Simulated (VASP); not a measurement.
La: single point with r2SCAN

La:

```xyz
1
Lattice="-2.1295 2.1295 2.1295 2.1295 -2.1295 2.1295 2.1295 2.1295 -2.1295" Properties=species:S:1:pos:R:3 pbc="T T T"
La    0.0000    0.0000    0.0000
```

This isn't the form of La at room conditions, which is double hcp.

* Program: VASP 6.6.1
* Task: single point
* Functional: r2SCAN
* Potentials or basis: VASP PAW PBE potentials, release 64 (La)
* Cutoff: 520 eV
* k mesh: 7 × 7 × 7
* Occupations: fermi-dirac, width 0.1 eV
* Spin: no spin polarisation
* Dipole correction: no
* Further INCAR settings: ALGO = Normal; EDIFF = 1e-06; NBANDS = 12

- Pressure: 0.0 GPa
- Band gap on the k mesh: zero (an odd number of electrons rules out a gap without spin polarisation)

Levels at points of the mesh, in eV from the Fermi level:
```
           k point  band 2  band 3  band 4  band 5  band 6  band 7  band 8  band 9
(0.00, 0.00, 0.00)  -16.77  -16.77  -16.77   -3.42    1.64    1.64    1.64    1.70
```

Run time: 94 s on 1 thread of Intel Xeon 8259CL, with other jobs on the host, peak memory 0.17 GiB.

Caveat: the PAW data sets were made with another functional, which shifts forces and pressure a little; spin-orbit coupling is left out, which moves the levels of the heavy elements.
